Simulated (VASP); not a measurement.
Crystal: PrScO.

```
CELL_PARAMETERS angstrom
5.04577 0.00000 0.00000
-2.52288 4.36976 0.00000
0.00000 0.00000 5.18250
ATOMIC_POSITIONS crystal
Pr 0.33333 0.66667 0.50000
Pr 0.66667 0.33333 0.50000
Sc 0.33333 0.66667 0.00000
Sc 0.66667 0.33333 0.00000
O 0.00000 0.00000 0.71433
O 0.00000 0.00000 0.28567
```

The cell was generated, and may not be a known phase.

```yaml
Program: VASP 6.6.1
Task: relaxation of cell and atoms
Functional: PBE
Potentials_or_basis: VASP PAW PBE potentials, release 64 (Pr_3, Sc_sv, O), 4f in core
Cutoff: 600 eV
k_mesh: 4 × 4 × 3
Occupations: gaussian, width 0.2 eV
Spin: no spin polarisation
```

At the start: pressure 7.4 GPa; volume 19.04 Å³/atom.

**Question.** Where does the relaxation end?

**Answer.** Over 10 steps the energy falls by 352.0 meV/atom and the volume is 20.11 Å³/atom (+5.6 %); space group P6/mmm (No. 191, to 0.1 Å) before and after.

Step by step:
```tsv
step	energy change (eV)	largest force (eV/Å)	pressure (GPa)	volume (Å³)
1	0.0000	0.7466	7.42	114.27
2	-2.0418	0.0859	-2.59	127.96
3	-2.0429	0.1104	-2.46	127.62
4	-2.0422	0.1288	-2.36	127.37
5	-2.0993	0.1538	-0.24	121.95
6	-2.0993	0.1536	-0.25	121.97
7	-2.1038	0.1617	0.04	121.18
8	-2.1047	0.1665	0.24	120.66
9	-2.1084	0.1174	0.14	120.66
10	-2.1123	0.0110	-0.07	120.65
```

Final structure:
```
Pr Sc O
1.0
     4.82702    0.00000    0.00000
    -2.41351    4.18032    0.00000
     0.00000    0.00000    5.97925
Pr Sc O
2 2 2
Direct
  0.33333 0.66667 0.50000
  0.66667 0.33333 0.50000
  0.33333 0.66667 0.00000
  0.66667 0.33333 0.00000
  0.00000 0.00000 0.73188
  0.00000 0.00000 0.26812
```

Caveat: the k points lie up to 0.38 Å⁻¹ apart in the final cell; a cell axis changed by over 15 % at a fixed basis, so the end point is rough; the run has no spin polarisation, though such a crystal can be magnetic.
